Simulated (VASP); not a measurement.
Input of a VASP 6.6.1 run:

Contents of INCAR:

```
PREC = Accurate
ENCUT = 520
EDIFF = 1E-6
ISMEAR = -1
SIGMA = 0.1
LREAL = F
LASPH = T
NELM = 100
ALGO = Normal
ISIF = 2
LWAVE = F
LCHARG = F
GGA = B5
ALDAX = 1.0
AGGAX = 1.0
AGGAC = 1.0
ALDAC = 0.0
NBANDS = 8
```

Contents of KPOINTS:

```
regular mesh
0
Gamma
  15 15 15
```

Contents of POSCAR:

```
P
1.0
    0.0000000000      2.0584244593      2.0584244593
    2.0584244593      0.0000000000      2.0584244593
    2.0584244593      2.0584244593      0.0000000000
P
1
Direct
    0.0000000000      0.0000000000      0.0000000000
```

Potentials or basis: VASP PAW PBE potentials, release 64 (P).

The run is started by

```bash
$ cat potpaw_PBE.64/P/POTCAR > POTCAR
$ mpirun -np 1 vasp_std > vasp.out
```

Q: Estimate the pressure.

A: -2.3 GPa.

Caveat: the PAW data sets were made with another functional, which shifts forces and pressure a little.
